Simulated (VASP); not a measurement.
# CuO (C2/c) in VASP: a series of runs

CuO is run at these levels: LDA; tasks: single point.

All numbers are computed with VASP 6.6.1; they aren't measurements. Logs are shortened: lines on timing, memory, paths and dates and some standing lists are left out, and cuts for length are marked.

**1. The cell of the first run**

It takes space group C2/c (No. 15, monoclinic). The conventional cell has a = 4.684 Å, b = 3.423 Å, c = 5.129 Å, α = 90.00°, β = 99.54°, γ = 90.00°. Within 2.6 Å of Cu (site symmetry -1) lie 4 O at 1.95 to 1.96 Å. O (site symmetry 2) has 6 Cu at 1.95 to 2.78 Å and 6 O at 2.62 to 2.90 Å within 3.0 Å.

**2. Single point, LDA**

The input, INCAR:

```
PREC = Accurate
ENCUT = 520
EDIFF = 1E-6
ISMEAR = -1
SIGMA = 0.05
LREAL = False
LASPH = True
NELM = 80
ALGO = Normal
ISIF = 2
LWAVE = False
LCHARG = False
GGA = CA
NBANDS = 25
```

The input, KPOINTS:

```
Automatic mesh
0
Gamma
  10 10 5
```

The input, POSCAR:

```
CuO
1.0
    2.3418500000     -1.7113000000      0.0000000000
    2.3418500000      1.7113000000      0.0000000000
   -0.8500274268      0.0000000000      5.0578693947
Cu O
2 2
Direct
    0.5000000000      0.0000000000      0.5000000000
    0.0000000000      0.5000000000      0.0000000000
    0.4184000000      0.5816000000      0.7500000000
    0.5816000000      0.4184000000      0.2500000000
```

Potentials or basis: VASP PAW LDA potentials, release 64 (Cu, O).

The run is started by

```bash
$ cat potpaw_LDA.64/Cu/POTCAR potpaw_LDA.64/O/POTCAR > POTCAR
$ mpirun -np 1 vasp_std > vasp.out
```

OUTCAR:

```text
PREC = Accurate
   ENCUT = 520
   EDIFF = 1E-6
   ISMEAR = -1
   LREAL = False
   LASPH = True
   NELM = 80
   ISIF = 2
   GGA = CA

 ion  position               nearest neighbor table
   1  0.500  0.000  0.500-   3 1.95   4 1.95   4 1.96   3 1.96
   2  0.000  0.500  0.000-   4 1.95   3 1.95   4 1.96   3 1.96
   3  0.418  0.582  0.750-   2 1.95   1 1.95   2 1.96   1 1.96
   4  0.582  0.418  0.250-   1 1.95   2 1.95   2 1.96   1 1.96

  LATTYP: Found a base centered monoclinic cell.
 ALAT       =     4.6837000000
 B/A-ratio  =     0.7307470589
 C/A-ratio  =     1.0950317057
 COS(beta)  =    -0.1657361228

  Lattice vectors:

 A1 = (   2.3418500000,  -1.7113000000,   0.0000000000)
 A2 = (   2.3418500000,   1.7113000000,   0.0000000000)
 A3 = (  -0.8500274268,   0.0000000000,   5.0578693947)

Analysis of symmetry for initial positions (statically):
=====================================================================
 Subroutine PRICEL returns:
 Original cell was already a primitive cell.

 Routine SETGRP: Setting up the symmetry group for a
 base centered monoclinic supercell.

 Subroutine GETGRP returns: Found  4 space group operations
 (whereof  2 operations were pure point group operations)
 out of a pool of  4 trial point group operations.

The static configuration has the point symmetry S_2 .
 The point group associated with its full space group is C_2h.

Analysis of symmetry for dynamics (positions and initial velocities):
=====================================================================
 Subroutine PRICEL returns:
 Original cell was already a primitive cell.

 Routine SETGRP: Setting up the symmetry group for a
 base centered monoclinic supercell.

 Subroutine GETGRP returns: Found  4 space group operations
 (whereof  2 operations were pure point group operations)
 out of a pool of  4 trial point group operations.

The dynamic configuration has the point symmetry S_2 .
 The point group associated with its full space group is C_2h.

 Subroutine INISYM returns: Found  4 space group operations
 (whereof  2 operations are pure point group operations),
 and found     1 'primitive' translations

----------------------------------------------------------------------------------------

                                     Primitive cell

  volume of cell :      40.5399

  direct lattice vectors                    reciprocal lattice vectors
     2.341850000 -1.711300000  0.000000000     0.213506416 -0.292175539  0.035881968
     2.341850000  1.711300000  0.000000000     0.213506416  0.292175539  0.035881968
    -0.850027427  0.000000000  5.057869395     0.000000000  0.000000000  0.197711709

  length of vectors
     2.900484289  2.900484289  5.128800000     0.363646877  0.363646877  0.197711709

  position of ions in fractional coordinates (direct lattice)
     0.500000000  0.000000000  0.500000000
     0.000000000  0.500000000  0.000000000
     0.418400000  0.581600000  0.750000000
     0.581600000  0.418400000  0.250000000

  ion indices of the primitive-cell ions
   primitive index   ion index
                 1           1
                 2           2
                 3           3
                 4           4

----------------------------------------------------------------------------------------

 KPOINTS: Automatic mesh

Automatic generation of k-mesh.
 Grid dimensions read from file:
 generate k-points for:   10   10    5

 Generating k-lattice:

  Cartesian coordinates                     Fractional coordinates (reciprocal lattice)
     0.021350642 -0.029217554  0.003588197     0.100000000  0.000000000  0.000000000
     0.021350642  0.029217554  0.003588197     0.000000000  0.100000000  0.000000000
     0.000000000  0.000000000  0.039542342     0.000000000  0.000000000  0.200000000

  Length of vectors
     0.036364688  0.036364688  0.039542342

  Shift w.r.t. Gamma in fractional coordinates (k-lattice)
     0.000000000  0.000000000  0.000000000

 Subroutine IBZKPT returns following result:
 ===========================================

 Found    141 irreducible k-points:

 Following reciprocal coordinates:
            Coordinates               Weight
  0.000000  0.000000  0.000000      1.000000
  0.100000 -0.000000  0.000000      4.000000
  0.200000 -0.000000  0.000000      4.000000
  0.300000 -0.000000  0.000000      4.000000
  0.400000 -0.000000  0.000000      4.000000
  0.500000 -0.000000  0.000000      2.000000
[... 16 lines left out ...]
  0.300000  0.300000  0.000000      2.000000
  0.400000  0.300000  0.000000      4.000000
 [... further k-points ...]
   k-points           NKPTS =    141   k-points in BZ     NKDIM =    141   number of bands    NBANDS=     25
   number of dos      NEDOS =    301   number of ions     NIONS =      4
   total plane-waves  NPLWV =  23040
   dimension x,y,z NGX =    24 NGY =   24 NGZ =   40
   dimension x,y,z NGXF=    48 NGYF=   48 NGZF=   80
   ions per type =               2   2
   NGX,Y,Z   is equivalent  to a cutoff of  13.76, 13.76, 12.97 a.u.
   NGXF,Y,Z  is equivalent  to a cutoff of  27.51, 27.51, 25.93 a.u.
 SYSTEM =  unknown system
   PREC   = accura    normal or accurate (medium, high low for compatibility)
   ISTART =      0    job   : 0-new  1-cont  2-samecut
   ICHARG =      2    charge: 1-file 2-atom 10-const
   ISPIN  =      1    spin polarized calculation?
   LNONCOLLINEAR =      F non collinear calculations
   LSORBIT =      F    spin-orbit coupling
   LASPH  =      T    aspherical Exc in radial PAW
   ENCUT  =  520.0 eV  38.22 Ry    6.18 a.u.   5.39  5.39  9.54*2*pi/ulx,y,z
   NELM   =     80;   NELMIN=  2; NELMDL= -5     # of ELM steps
   EDIFF  = 0.1E-05   stopping-criterion for ELM
   LREAL  =      F    real-space projection
   EDIFFG = 0.1E-04   stopping-criterion for IOM
   NSW    =      0    number of steps for IOM
   IBRION =     -1    ionic relax: 0-MD 1-quasi-New 2-CG
   NFREE  =      0    steps in history (QN), initial steepest desc. (CG)
   ISIF   =      2    stress and relaxation
   ISYM   =      2    0-nonsym 1-usesym 2-fastsym
   POTIM  = 0.5000    time-step for ionic-motion
   TEBEG  =    0.0;   TEEND  =   0.0 temperature during run
   PSTRESS=    0.0 pullay stress
   NELECT =      34.0000    total number of electrons
   NUPDOWN=      -1.0000    fix difference up-down
[... 4 lines left out ...]
   IALGO  =     38    algorithm
   IMIX   =      4    mixing-type and parameters
     AMIX     =   0.40;   BMIX     =  1.00
     AMIX_MAG =   1.60;   BMIX_MAG =  1.00
  volume/ion in A,a.u.               =      10.13        68.39
  Fermi-wavevector in a.u.,A,eV,Ry     =   1.543856  2.917465 32.429379  2.383492
  Thomas-Fermi vector in A             =   2.649460
   LORBIT       =      0    0 simple, 1 ext, 2 COOP (PROOUT), +10 PAW based schemes
   GGA     = CA    functional components
   LHFCALC =     F    Hartree Fock is set to
   AEXX    =    0.0000 exact exchange contribution
   IVDW    =     0    specifies the selected vdW correction
   LEPSILON=     F    determine dielectric tensor
   LRPA    =     F    only Hartree local field effects (RPA)
 non-spin polarized calculation
  energy-cutoff  :      520.00
  volume of cell :       40.54
 maximum number of plane-waves:      1129
 NGX is ok and might be reduce to    24
   NGX = 11   NGY = 11   NGZ = 19

 number of electron      34.0000001 magnetization

 Free energy of the ion-electron system (eV)
  ---------------------------------------------------
  ext. energy  EPLUGINS =         0.00000000
  ---------------------------------------------------
  free energy    TOTEN  =       -23.15547464 eV

  energy without entropy =      -23.13611903  energy(sigma->0) =      -23.14579684

 E-fermi :   5.3770     XC(G=0): -12.4347

 val. band max:        5.3744706992   @ k =   0.5000  -0.0000   0.0000
 cond. band min:       5.3821344908   @ k =   0.5000   0.1000   0.2000
 fundamental gap:      0.0076637916
 Fermi energy:         5.3769960130

 k-point     1 :       0.0000    0.0000    0.0000
  band No.  band energies     occupation
      1     -14.2395      2.00000
      2     -12.8440      2.00000
      3      -2.8192      2.00000
      4      -0.2137      2.00000
      5       0.1942      2.00000
      6       2.0453      2.00000
[... 17 lines left out ...]
     24      21.6318      0.00000
     25      22.0072      0.00000

 k-point     2 :       0.1000   -0.0000    0.0000
  band No.  band energies     occupation
      1     -14.1687      2.00000
      2     -12.8215      2.00000
      3      -2.7078      2.00000
      4      -0.2294      2.00000
      5       0.1661      2.00000
      6       1.3028      2.00000
[... 17 lines left out ...]
     24      21.1481      0.00000
     25      22.3779      0.00000

 k-point     3 :       0.2000   -0.0000    0.0000
  band No.  band energies     occupation
      1     -13.9762      2.00000
      2     -12.7619      2.00000
      3      -2.4094      2.00000
      4      -0.2868      2.00000
      5       0.0340      2.00000
      6       0.2800      2.00000
[... 17 lines left out ...]
     24      20.2799      0.00000
     25      21.7202      0.00000

 k-point     4 :       0.3000   -0.0000    0.0000
  band No.  band energies     occupation
      1     -13.7215      2.00000
      2     -12.6870      2.00000
      3      -2.0316      2.00000
      4      -0.8921      2.00000
      5      -0.3544      2.00000
      6       0.1647      2.00000
[... 17 lines left out ...]
     24      19.1756      0.00000
     25      21.3154      0.00000

 k-point     5 :       0.4000   -0.0000    0.0000
  band No.  band energies     occupation
      1     -13.4989      2.00000
      2     -12.6261      2.00000
      3      -1.7452      2.00000
      4      -1.6001      2.00000
      5      -0.3766      2.00000
      6       0.1788      2.00000
[... 17 lines left out ...]
     24      18.2806      0.00000
     25      20.9765      0.00000

 k-point     6 :       0.5000   -0.0000    0.0000
  band No.  band energies     occupation
      1     -13.4092      2.00000
      2     -12.6030      2.00000
      3      -1.8926      2.00000
      4      -1.6044      2.00000
      5      -0.3681      2.00000
      6       0.1890      2.00000
[... 17 lines left out ...]
     24      17.9443      0.00000
     25      20.8366      0.00000
[... 393 lines left out ...]
 k-point    21 :      -0.3000    0.2000    0.0000
  band No.  band energies     occupation
      1     -13.4325      2.00000
      2     -12.6007      2.00000
      3      -1.5927      2.00000
      4      -1.0056      2.00000
      5      -0.4197      2.00000
      6      -0.0484      2.00000
[... 17 lines left out ...]
     24      18.4832      0.00000
     25      18.9900      0.00000

 k-point    22 :      -0.2000    0.2000    0.0000
  band No.  band energies     occupation
      1     -13.6628      2.00000
      2     -12.6595      2.00000
      3      -1.9326      2.00000
      4      -0.4021      2.00000
      5      -0.3920      2.00000
      6      -0.0467      2.00000
[... 17 lines left out ...]
     24      19.0756      0.00000
     25      19.2654      0.00000

 k-point    23 :       0.3000    0.3000    0.0000
  band No.  band energies     occupation
      1     -13.4063      2.00000
      2     -12.6373      2.00000
      3      -1.4594      2.00000
      4      -0.9629      2.00000
      5       0.0332      2.00000
      6       0.0724      2.00000
[... 17 lines left out ...]
     24      19.8087      0.00000
     25      20.1714      0.00000

 k-point    24 :       0.4000    0.3000    0.0000
  band No.  band energies     occupation
      1     -13.2071      2.00000
      2     -12.5883      2.00000
      3      -1.4648      2.00000
      4      -1.1648      2.00000
      5      -0.1663      2.00000
      6       0.0024      2.00000
[... 17 lines left out ...]
     24      18.6168      0.00000
     25      19.6753      0.00000

 [... further k-points ...]

------------------------ aborting loop because EDIFF is reached ----------------------------------------

  FORCE on cell =-STRESS in cart. coord.  units (eV):
  Direction    XX          YY          ZZ          XY          YZ          ZX
  --------------------------------------------------------------------------------------
  -------------------------------------------------------------------------------------
  Total       -2.4298542     -1.3076145     -2.8972113      0.0000000      0.0000000      0.0556596
  in kB      -96.0302305    -51.6782119   -114.5006414      0.0000000      0.0000000      2.1997210
  external PRESSURE =     -87.4030280 kB  Pullay stress =       0.0000000 kB

 VOLUME and BASIS-vectors are now :
 -----------------------------------------------------------------------------
  energy-cutoff  :      520.00
  volume of cell :       40.54
      direct lattice vectors                 reciprocal lattice vectors
     2.341850000 -1.711300000  0.000000000     0.213506416 -0.292175539  0.035881968
     2.341850000  1.711300000  0.000000000     0.213506416  0.292175539  0.035881968
    -0.850027427  0.000000000  5.057869395     0.000000000  0.000000000  0.197711709

 POSITION                                       TOTAL-FORCE (eV/Angst)
 -----------------------------------------------------------------------------------
      0.74591     -0.85565      2.52893        -0.000000      0.000000      0.000000
      1.17092      0.85565      0.00000        -0.000000     -0.000000      0.000000
      1.70433      0.27928      3.79340        -0.000000     -0.426267      0.000000
      2.12934     -0.27928      1.26447         0.000000      0.426267      0.000000
 -----------------------------------------------------------------------------------
    total drift:                                0.000000      0.000000     -0.000000

  FREE ENERGIE OF THE ION-ELECTRON SYSTEM (eV)
  ---------------------------------------------------
  free  energy   TOTEN  =       -23.1554746394 eV

  energy  without entropy=      -23.1361190334  energy(sigma->0) =      -23.14579684
```

Run time: 1.7 min. Hardware: 1 thread of Intel Xeon Platinum 8259CL at 2.50GHz (Skylake/Cascade Lake), shared host; peak memory 0.23 GiB.

Results:

* Free energy: -23.1555 eV
* Pressure: -8.7 GPa
* Largest force: 0.426 eV/Å
* Band gap on the k mesh: zero (bands 17 and 18 overlap by 0.61 eV)

Forces in eV/Å, atoms in the order of the input:
```
Cu   0.000  0.000  0.000
Cu   0.000  0.000  0.000
O    0.000 -0.426  0.000
O    0.000  0.426  0.000
```

Stress tensor (GPa, compression positive):
```
 -9.60   0.00   0.22
  0.00  -5.17   0.00
  0.22   0.00 -11.45
```

Caveat: the cell stands under tension; semilocal functionals often make such compounds metallic where correlation or magnetic order opens a gap, which also shifts bond lengths.

**3. Single point, LDA**

This run uses another cell than the first one, of 10.34 Å³/atom.

The input, INCAR:

```
SYSTEM = CuO
  ALGO = Normal
  EDIFF = 1E-6
  ENCUT = 520
  ISIF = 2
  ISMEAR = -1
  LASPH = .True.
  LCHARG = .False.
  LREAL = .False.
  LWAVE = .False.
  NBANDS = 25
  NELM = 60
  PREC = Accurate
  SIGMA = 0.05
```

The input, KPOINTS:

```
k-points
0
Gamma
  10 10 5
  0 0 0
```

The input, POSCAR:

```
CuO
1.0
    2.3573593924     -1.7226334429      0.0000000000
    2.3573593924      1.7226334429      0.0000000000
   -0.8556569116      0.0000000000      5.0913661947
Cu O
2 2
Direct
    0.5000000000      0.0000000000      0.5000000000
    0.0000000000      0.5000000000      0.0000000000
    0.4184000000      0.5816000000      0.7500000000
    0.5816000000      0.4184000000      0.2500000000
```

Potentials or basis: VASP PAW LDA potentials, release 64 (Cu, O).

The run is started by

```bash
$ cat potpaw_LDA.64/Cu/POTCAR potpaw_LDA.64/O/POTCAR > POTCAR
$ mpirun -np 1 vasp_std > vasp.out
```

Wall time 1.7 min (1 thread of Intel Xeon Platinum 8259CL at 2.50GHz (Skylake/Cascade Lake), shared host); peak memory 0.23 GiB.

Results (log left out):

| Property | Result |
| --- | --- |
| Free energy | -23.1040 eV |
| Pressure | -11.9 GPa |
| Largest force | 0.484 eV/Å |
| Band gap on the k mesh | zero (bands 17 and 18 overlap by 0.61 eV) |

Forces in eV/Å, atoms in the order of the input:
```
Cu   0.000  0.000  0.000
Cu   0.000  0.000  0.000
O    0.000 -0.484  0.000
O    0.000  0.484  0.000
```

Stress tensor (GPa, compression positive):
```
-12.89   0.00   0.65
  0.00  -7.61   0.00
  0.65   0.00 -15.15
```

Levels at points of the mesh, in eV from the Fermi level:
| k point | band 13 | band 14 | band 15 | band 16 | band 17 | band 18 | band 19 | band 20 | band 21 | band 22 |
| --- | --- | --- | --- | --- | --- | --- | --- | --- | --- | --- |
| (0.00, 0.00, 0.00) | -2.33 | -2.16 | -2.10 | -1.60 | 0.23 | 0.93 | 1.68 | 5.96 | 7.98 | 13.13 |
| (0.50, 0.00, 0.00) | -1.98 | -1.54 | -1.44 | -1.37 | 0.00 | 0.26 | 4.78 | 6.18 | 6.82 | 10.90 |
| (0.50, 0.50, 0.00) | -2.08 | -2.08 | -1.67 | -1.18 | -0.62 | 1.05 | 3.33 | 6.91 | 8.40 | 9.78 |

Caveat: the cell stands under tension; semilocal functionals often make such compounds metallic where correlation or magnetic order opens a gap, which also shifts bond lengths. With open d or f shells a metallic result of LDA can be an artefact of self-interaction; +U or a hybrid may open a gap.

**4. Single point, LDA**

This run uses another cell than the first one, of 10.54 Å³/atom.

The input, INCAR:

```
PREC     = Accurate       # precision mode
ENCUT    = 520            # plane-wave cutoff, eV
EDIFF    = 1E-6           # SCF threshold, eV
ISMEAR   = -1             # smearing method
SIGMA    = 0.05           # smearing width, eV
LREAL    = False          # projectors in reciprocal space
LASPH    = True           # aspherical terms in the spheres
NELM     = 60             # most SCF steps
ALGO     = Normal         # electronic algorithm
ISIF     = 2              # what is computed and relaxed
LWAVE    = False          # write WAVECAR
LCHARG   = True           # write CHGCAR
GGA      = CA             # functional
LELF     = True           # ELF
LVHAR    = True         
NBANDS   = 25             # bands
```

The input, KPOINTS:

```
Automatic mesh
0
Gamma
  10 10 5
```

The input, POSCAR:

```
CuO
1.0
    2.3726673498     -1.7338196878      0.0000000000
    2.3726673498      1.7338196878      0.0000000000
   -0.8612132810      0.0000000000      5.1244279405
Cu O
2 2
Direct
    0.5000000000      0.0000000000      0.5000000000
    0.0000000000      0.5000000000      0.0000000000
    0.4184000000      0.5816000000      0.7500000000
    0.5816000000      0.4184000000      0.2500000000
```

The run is started by

```bash
$ cat potpaw_LDA.64/Cu/POTCAR potpaw_LDA.64/O/POTCAR > POTCAR
$ mpirun -np 1 vasp_std > vasp.out
```

Wall time 1.8 min (1 thread of Intel Xeon Platinum 8259CL at 2.50GHz (Skylake/Cascade Lake), shared host); peak memory 0.23 GiB.

Results (log left out):

```
Free energy            : -23.0377 eV
Pressure               : -14.6 GPa
Largest force          : 0.537 eV/Å
Band gap on the k mesh : zero (bands 17 and 18 overlap by 0.61 eV)
```

Forces on the atoms (eV/Å):
```
Cu   0.000  0.000  0.000
Cu   0.000  0.000  0.000
O    0.000 -0.537  0.000
O    0.000  0.537  0.000
```

Stress tensor (GPa, compression positive):
```
-15.78   0.00   1.02
  0.00  -9.75   0.00
  1.02   0.00 -18.39
```

Levels at points of the mesh, in eV from the Fermi level:
| k point | band 13 | band 14 | band 15 | band 16 | band 17 | band 18 | band 19 | band 20 | band 21 | band 22 |
| --- | --- | --- | --- | --- | --- | --- | --- | --- | --- | --- |
| (0.00, 0.00, 0.00) | -2.26 | -2.10 | -2.05 | -1.56 | 0.23 | 0.91 | 1.62 | 5.94 | 7.87 | 13.05 |
| (0.50, 0.00, 0.00) | -1.93 | -1.50 | -1.39 | -1.33 | 0.00 | 0.26 | 4.78 | 6.10 | 6.73 | 10.80 |
| (0.50, 0.50, 0.00) | -2.02 | -2.02 | -1.66 | -1.15 | -0.61 | 1.03 | 3.38 | 6.84 | 8.37 | 9.63 |

Caveat: the cell stands under tension; semilocal functionals often make such compounds metallic where correlation or magnetic order opens a gap, which also shifts bond lengths.

**5. Summary**

```tsv
cell	gap on the mesh (eV)	pressure (GPa)	largest force (eV/Å)
a = 2.900, b = 2.900, c = 5.129 Å, angles 97.7, 97.7, 72.3°, 4 atoms	none	-8.7	0.43
a = 2.920, b = 2.920, c = 5.163 Å, angles 97.7, 97.7, 72.3°, 4 atoms	none	-11.9	0.48
a = 2.939, b = 2.939, c = 5.196 Å, angles 97.7, 97.7, 72.3°, 4 atoms	none	-14.6	0.54
```

Alike in all rows: task single point; level LDA; potentials or basis VASP PAW LDA potentials, release 64 (Cu, O); no spin polarisation; k mesh 10 × 10 × 5; cutoff (eV) 520; smearing fermi-dirac 0.05 eV.

Caveats: the cell stands under tension; semilocal functionals often make such compounds metallic where correlation or magnetic order opens a gap, which also shifts bond lengths.

Absolute energies hang on the potentials; compare differences alone.
